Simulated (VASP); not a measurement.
# PbS (Cmcm) in VASP: single point with r2SCAN

Aim: the single point of PbS with r2SCAN.

All numbers are computed with VASP 6.6.1; they aren't measurements. Logs are shortened: lines on timing, memory, paths and dates and some standing lists are left out, and cuts for length are marked.

## Step 1: The cell of the first run

It takes space group Cmcm (No. 63, orthorhombic). Conventional cell: a = 4.160 Å, b = 11.983 Å, c = 4.279 Å, α = 90.00°, β = 90.00°, γ = 90.00°. Pb (site symmetry m2m) has 5 S at 2.69 to 2.99 Å within 3.5 Å. Within 3.5 Å of S (site symmetry m2m) lie 5 Pb at 2.69 to 2.99 Å.

## Step 2: Single point, r2SCAN

The input, POSCAR:

```
PbS
1.0
    4.1599053900      0.0000000000      0.0000000000
    0.0000000000      0.0000000000     -4.2793209400
   -2.0799526950      5.9912968650      0.0000000000
Pb S
2 2
Direct
    0.1305633500      0.2500000000      0.2611267000
    0.8694366500      0.7500000000      0.7388733000
    0.3547970900      0.2500000000      0.7095941800
    0.6452029100      0.7500000000      0.2904058200
```

The input, INCAR.step1:

```
PREC = Accurate ; ENCUT = 550
ISMEAR = 0 ; SIGMA = 0.05
LREAL = F ; LASPH = T
NELM = 120 ; NBANDS = 28
NELECT = 40.1 ; GGA = PE
ALGO = Normal ; EDIFF = 1E-5
LWAVE = T ; LCHARG = F
GGA_COMPAT = F
```

The input, INCAR.step2:

```
PREC = Accurate ; ENCUT = 550
EDIFF = 1E-6 ; ISMEAR = 0
SIGMA = 0.05 ; LREAL = F
LASPH = T ; NELM = 120
ALGO = Normal ; ISIF = 2
LWAVE = F ; LCHARG = F
METAGGA = R2SCAN ; LMIXTAU = T
NBANDS = 28 ; NELECT = 40.1
ISTART = 1 ; GGA_COMPAT = F
```

The input, KPOINTS:

```
regular mesh
0
Gamma
  8 8 8
```

Potentials or basis: VASP PAW PBE potentials, release 64 (Pb_d, S).

Command:

```console
$ cat potpaw_PBE.64/Pb_d/POTCAR potpaw_PBE.64/S/POTCAR > POTCAR
$ cp INCAR.step1 INCAR
$ mpirun -np 1 vasp_std > vasp.out
$ cp INCAR.step2 INCAR
$ mpirun -np 1 vasp_std > vasp.out
```

OUTCAR:

```text
PREC = Accurate
   ENCUT = 550
   EDIFF = 1E-6
   ISMEAR = 0
   LREAL = F
   LASPH = T
   NELM = 120
   ISIF = 2
   METAGGA = R2SCAN
   NELECT = 40.1
   ISTART = 1

 ion  position               nearest neighbor table
   1  0.131  0.250  0.261-   3 2.69   4 2.99   4 2.99   4 2.99   4 2.99   2 3.79   2 3.79   2 4.13
                             2 4.13   2 4.13   2 4.13
   2  0.869  0.750  0.739-   4 2.69   3 2.99   3 2.99   3 2.99   3 2.99   1 3.79   1 3.79   1 4.13
                             1 4.13   1 4.13   1 4.13
   3  0.355  0.250  0.710-   1 2.69   2 2.99   2 2.99   2 2.99   2 2.99
   4  0.645  0.750  0.290-   2 2.69   1 2.99   1 2.99   1 2.99   1 2.99

  LATTYP: Found a base centered orthorhombic cell.
 ALAT       =     4.1599053900
 B/A-ratio  =     2.8804966956
 C/A-ratio  =     1.0287063139

  Lattice vectors:

 A1 = (  -2.0799526950,  -5.9912968650,   0.0000000000)
 A2 = (  -2.0799526950,   5.9912968650,   0.0000000000)
 A3 = (   0.0000000000,   0.0000000000,  -4.2793209400)

Analysis of symmetry for initial positions (statically):
=====================================================================
 Subroutine PRICEL returns:
 Original cell was already a primitive cell.

 Routine SETGRP: Setting up the symmetry group for a
 base centered orthorhombic supercell.

 Subroutine GETGRP returns: Found  8 space group operations
 (whereof  4 operations were pure point group operations)
 out of a pool of  8 trial point group operations.

The static configuration has the point symmetry C_2h.
 The point group associated with its full space group is D_2h.

Analysis of symmetry for dynamics (positions and initial velocities):
=====================================================================
 Subroutine PRICEL returns:
 Original cell was already a primitive cell.

 Routine SETGRP: Setting up the symmetry group for a
 base centered orthorhombic supercell.

 Subroutine GETGRP returns: Found  8 space group operations
 (whereof  4 operations were pure point group operations)
 out of a pool of  8 trial point group operations.

The dynamic configuration has the point symmetry C_2h.
 The point group associated with its full space group is D_2h.

 Subroutine INISYM returns: Found  8 space group operations
 (whereof  4 operations are pure point group operations),
 and found     1 'primitive' translations

----------------------------------------------------------------------------------------

                                     Primitive cell

  volume of cell :     106.6545

  direct lattice vectors                    reciprocal lattice vectors
     4.159905390  0.000000000  0.000000000     0.240390083  0.083454386  0.000000000
     0.000000000  0.000000000 -4.279320940     0.000000000  0.000000000 -0.233681936
    -2.079952695  5.991296865  0.000000000     0.000000000  0.166908772  0.000000000

  length of vectors
     4.159905390  4.279320940  6.342069168     0.254464195  0.233681936  0.166908772

  position of ions in fractional coordinates (direct lattice)
     0.130563350  0.250000000  0.261126700
     0.869436650  0.750000000  0.738873300
     0.354797090  0.250000000  0.709594180
     0.645202910  0.750000000  0.290405820

  ion indices of the primitive-cell ions
   primitive index   ion index
                 1           1
                 2           2
                 3           3
                 4           4

----------------------------------------------------------------------------------------

 KPOINTS: regular mesh

Automatic generation of k-mesh.
 Grid dimensions read from file:
 generate k-points for:    8    8    8

 Generating k-lattice:

  Cartesian coordinates                     Fractional coordinates (reciprocal lattice)
     0.030048760  0.010431798  0.000000000     0.125000000  0.000000000 -0.000000000
     0.000000000  0.000000000 -0.029210242     0.000000000  0.125000000  0.000000000
     0.000000000  0.020863596  0.000000000     0.000000000  0.000000000  0.125000000

  Length of vectors
     0.031808024  0.029210242  0.020863596

  Shift w.r.t. Gamma in fractional coordinates (k-lattice)
     0.000000000  0.000000000  0.000000000

 Subroutine IBZKPT returns following result:
 ===========================================

 Found    105 irreducible k-points:

 Following reciprocal coordinates:
            Coordinates               Weight
  0.000000  0.000000  0.000000      1.000000
  0.125000  0.000000  0.000000      4.000000
  0.250000  0.000000  0.000000      4.000000
  0.375000  0.000000 -0.000000      4.000000
  0.500000  0.000000  0.000000      2.000000
  0.000000  0.125000  0.000000      2.000000
[... 16 lines left out ...]
  0.250000  0.500000  0.000000      4.000000
  0.375000  0.500000 -0.000000      4.000000
 [... further k-points ...]
   k-points           NKPTS =    105   k-points in BZ     NKDIM =    105   number of bands    NBANDS=     28
   number of dos      NEDOS =    301   number of ions     NIONS =      4
   total plane-waves  NPLWV =  57600
   dimension x,y,z NGX =    32 NGY =   36 NGZ =   50
   dimension x,y,z NGXF=    64 NGYF=   72 NGZF=  100
   ions per type =               2   2
   NGX,Y,Z   is equivalent  to a cutoff of  12.79, 13.99, 13.11 a.u.
   NGXF,Y,Z  is equivalent  to a cutoff of  25.58, 27.97, 26.21 a.u.
 SYSTEM =  unknown system
   PREC   = accura    normal or accurate (medium, high low for compatibility)
   ISTART =      1    job   : 0-new  1-cont  2-samecut
   ICHARG =      0    charge: 1-file 2-atom 10-const
   ISPIN  =      1    spin polarized calculation?
   LNONCOLLINEAR =      F non collinear calculations
   LSORBIT =      F    spin-orbit coupling
   LASPH  =      T    aspherical Exc in radial PAW
   ENCUT  =  550.0 eV  40.42 Ry    6.36 a.u.   7.95  8.18 12.13*2*pi/ulx,y,z
   NELM   =    120;   NELMIN=  2; NELMDL=  0     # of ELM steps
   EDIFF  = 0.1E-05   stopping-criterion for ELM
   LREAL  =      F    real-space projection
   EDIFFG = 0.1E-04   stopping-criterion for IOM
   NSW    =      0    number of steps for IOM
   IBRION =     -1    ionic relax: 0-MD 1-quasi-New 2-CG
   NFREE  =      0    steps in history (QN), initial steepest desc. (CG)
   ISIF   =      2    stress and relaxation
   ISYM   =      2    0-nonsym 1-usesym 2-fastsym
   POTIM  = 0.5000    time-step for ionic-motion
   TEBEG  =    0.0;   TEEND  =   0.0 temperature during run
   PSTRESS=    0.0 pullay stress
   NELECT =      40.1000    total number of electrons
   NUPDOWN=      -1.0000    fix difference up-down
   EMIN   =  10.00;   EMAX   =-10.00  energy-range for DOS
   EFERMI =   0.00;   METHOD = LEGACY
   ISMEAR =     0;   SIGMA  =   0.05  broadening in eV -4-tet -1-fermi 0-gaus
   EFERMI_NEDOS =   21; number of points for ismear=-14 and -15
   IALGO  =     38    algorithm
   IMIX   =      4    mixing-type and parameters
     AMIX     =   0.40;   BMIX     =  1.00
     AMIX_MAG =   1.60;   BMIX_MAG =  1.00
  volume/ion in A,a.u.               =      26.66       179.94
  Fermi-wavevector in a.u.,A,eV,Ry     =   1.181580  2.232863 18.995529  1.396132
  Thomas-Fermi vector in A             =   2.317851
   LORBIT       =      0    0 simple, 1 ext, 2 COOP (PROOUT), +10 PAW based schemes
   METAGGA = R2SCAN    functional components
   LHFCALC =     F    Hartree Fock is set to
   AEXX    =    0.0000 exact exchange contribution
   IVDW    =     0    specifies the selected vdW correction
   LEPSILON=     F    determine dielectric tensor
   LRPA    =     F    only Hartree local field effects (RPA)
 non-spin polarized calculation
 Gauss-broadening in eV      SIGMA  =   0.05
  energy-cutoff  :      550.00
  volume of cell :      106.65
 maximum number of plane-waves:      3156
   NGX = 15   NGY = 17   NGZ = 25

 number of electron      40.1000005 magnetization

 Free energy of the ion-electron system (eV)
  ---------------------------------------------------
  ext. energy  EPLUGINS =         0.00000000
  ---------------------------------------------------
  free energy    TOTEN  =      -130.49584915 eV

  energy without entropy =     -130.49465127  energy(sigma->0) =     -130.49525021

 E-fermi :   6.4443     XC(G=0): -10.1513

 val. band max:        6.4406047968   @ k =   0.2500   0.1250   0.3750
 cond. band min:       6.4449688612   @ k =   0.0000   0.3750   0.3750
 fundamental gap:      0.0043640643
 Fermi energy:         6.4443365427

 k-point     1 :       0.0000    0.0000    0.0000
  band No.  band energies     occupation
      1     -12.2206      2.00000
      2     -12.1190      2.00000
      3     -12.1147      2.00000
      4     -12.0956      2.00000
      5     -12.0726      2.00000
      6     -12.0656      2.00000
[... 20 lines left out ...]
     27      11.2658      0.00000
     28      12.1870      0.00000

 k-point     2 :       0.1250    0.0000    0.0000
  band No.  band energies     occupation
      1     -12.2102      2.00000
      2     -12.1152      2.00000
      3     -12.1053      2.00000
      4     -12.0954      2.00000
      5     -12.0778      2.00000
      6     -12.0679      2.00000
[... 20 lines left out ...]
     27      11.4244      0.00000
     28      12.4820      0.00000

 k-point     3 :       0.2500    0.0000    0.0000
  band No.  band energies     occupation
      1     -12.1838      2.00000
      2     -12.1050      2.00000
      3     -12.0985      2.00000
      4     -12.0904      2.00000
      5     -12.0863      2.00000
      6     -12.0738      2.00000
[... 20 lines left out ...]
     27      12.2081      0.00000
     28      13.1186      0.00000

 k-point     4 :       0.3750    0.0000   -0.0000
  band No.  band energies     occupation
      1     -12.1518      2.00000
      2     -12.1058      2.00000
      3     -12.1030      2.00000
      4     -12.1027      2.00000
      5     -12.0801      2.00000
      6     -12.0723      2.00000
[... 578 lines left out ...]
     27      14.5499      0.00000
     28      14.5499      0.00000

 k-point    23 :       0.2500    0.5000    0.0000
  band No.  band energies     occupation
      1     -12.1818      2.00000
      2     -12.1818      2.00000
      3     -12.0941      2.00000
      4     -12.0941      2.00000
      5     -12.0605      2.00000
      6     -12.0605      2.00000
[... 20 lines left out ...]
     27      13.4795      0.00000
     28      13.4795      0.00000

 k-point    24 :       0.3750    0.5000   -0.0000
  band No.  band energies     occupation
      1     -12.2135      2.00000
      2     -12.2135      2.00000
      3     -12.0923      2.00000
      4     -12.0923      2.00000
      5     -12.0503      2.00000
      6     -12.0503      2.00000
[... 20 lines left out ...]
     27      12.7690      0.00000
     28      12.7690      0.00000

 [... further k-points ...]
[... 5 lines left out ...]
  --------------------------------------------------------------------------------------
  -------------------------------------------------------------------------------------
  Total        0.9864653      1.4399592      0.8103811      0.0000000     -0.0000000      0.0000000
  in kB       14.8188073     21.6312499     12.1736486      0.0000000     -0.0000000      0.0000000
  external PRESSURE =      16.2079019 kB  Pullay stress =       0.0000000 kB

 VOLUME and BASIS-vectors are now :
 -----------------------------------------------------------------------------
  energy-cutoff  :      550.00
  volume of cell :      106.65
      direct lattice vectors                 reciprocal lattice vectors
     4.159905390  0.000000000  0.000000000     0.240390083  0.083454386  0.000000000
     0.000000000  0.000000000 -4.279320940     0.000000000  0.000000000 -0.233681936
    -2.079952695  5.991296865  0.000000000     0.000000000  0.166908772  0.000000000

 POSITION                                       TOTAL-FORCE (eV/Angst)
 -----------------------------------------------------------------------------------
      0.00000      1.56449     -1.06983         0.000000     -0.113803      0.000000
      2.07995      4.42681     -3.20949         0.000000      0.113803     -0.000000
     -0.00000      4.25139     -1.06983        -0.000000      0.000737      0.000000
      2.07995      1.73991     -3.20949         0.000000     -0.000737      0.000000
 -----------------------------------------------------------------------------------
    total drift:                                0.000000     -0.000000      0.000000

  FREE ENERGIE OF THE ION-ELECTRON SYSTEM (eV)
  ---------------------------------------------------
  free  energy   TOTEN  =      -130.4958491470 eV

  energy  without entropy=     -130.4946512727  energy(sigma->0) =     -130.49525021
```

Run time: 15 min. Hardware: 1 thread of Intel Xeon 6975P-C, shared host; peak memory 0.44 GiB.

What came out:

```yaml
Free_energy: -130.4958 eV
Largest_force: 0.114 eV/Å
```

Forces in eV/Å, atoms in the order of the input:
```
Pb   0.000 -0.114  0.000
Pb   0.000  0.114  0.000
S    0.000  0.001  0.000
S    0.000 -0.001  0.000
```

Caveat: the cell carries a net charge on a neutralising background, which shifts energy and pressure; the cell is charged against a uniform background, so pressure and absolute levels hang on convention; the PAW data sets were made with another functional, which shifts forces and pressure a little; spin-orbit coupling is left out, which moves the levels of the heavy elements.
